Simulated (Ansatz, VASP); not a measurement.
## One calculation of ScSi2, two programs

File INCAR:

```
PREC = Accurate ; ENCUT = 520
EDIFF = 1E-6 ; ISMEAR = -1
SIGMA = 0.05 ; LREAL = F
LASPH = T ; NELM = 80
ALGO = Normal ; ISIF = 2
LWAVE = F ; LCHARG = T
GGA = PS ; LELF = T
LVHAR = T ; NBANDS = 16
```

File KPOINTS:

```
regular mesh
0
Gamma
  13 13 11
```

The input POSCAR:

```
ScSi2
1.0
    3.5852838948      0.0000000000      0.0000000000
   -1.7926419474      3.1049469327      0.0000000000
    0.0000000000      0.0000000000      3.7909982407
Sc Si
1 2
Direct
    0.0000000000      0.0000000000      0.0000000000
    0.3333333333      0.6666666667      0.5000000000
    0.6666666667      0.3333333333      0.5000000000
```

Input for Ansatz:

```yaml
crystal:
  lattice:
    - [3.5852838948, 0.0, 0.0]
    - [-1.7926419474, 3.1049469327, 0.0]
    - [0.0, 0.0, 3.7909982407]
  atoms:
    - { symbol: Sc, position: [0.0, 0.0, 0.0] }
    - { symbol: Si, position: [0.3333333333, 0.6666666667, 0.5] }
    - { symbol: Si, position: [0.6666666667, 0.3333333333, 0.5] }
kpoints:
  mp_grid: { grid: [13, 13, 11] }
  band_path:
    path:
      - [0.0, 0.0, 0.0]
      - [0.5, 0.0, 0.0]
      - [0.3333333333, 0.3333333333, 0.0]
      - [0.0, 0.0, 0.0]
      - [0.0, 0.0, 0.5]
      - [0.5, 0.0, 0.5]
      - [0.3333333333, 0.3333333333, 0.5]
      - [0.0, 0.0, 0.5]
      - [0.5, 0.0, 0.5]
    npoints: 5
scf:
  occupations: { method: fermi_dirac, width: 0.05 }
hamiltonian:
  xc: pbesol
  pseudopotentials: { kind: all_electron, lapw: { basis_error: 0.001 } }
output:
  forces: true
  stress: true
  eigenvalues: true
```

Change from the starting cell: volume scaled by 0.94.

Alike in both runs: task single point; functional PBEsol; k mesh 13 × 13 × 11; occupations fermi-dirac, width 0.05 eV; no spin polarisation.

|  | VASP | Ansatz |
| --- | --- | --- |
| version | VASP 6.6.1 | Ansatz 0.2.0 |
| potentials or method | VASP PAW PBE potentials, release 64 (Sc_sv, Si), cutoff 520 eV | all-electron LAPW, scalar-relativistic |

|  | VASP | Ansatz | Ansatz less VASP |
| --- | --- | --- | --- |
| pressure (GPa) | 35.2 | 34.7 | -0.55 |
| traceless stress, the component that is largest in VASP (GPa) | -31.58 | -31.39 | +0.193 |

VASP's potentials were made for PBE, not for PBEsol. Both programs put the cell under a high pressure, so it lies far from rest at this level. Ansatz ran all-electron here, and VASP with PAW potentials.
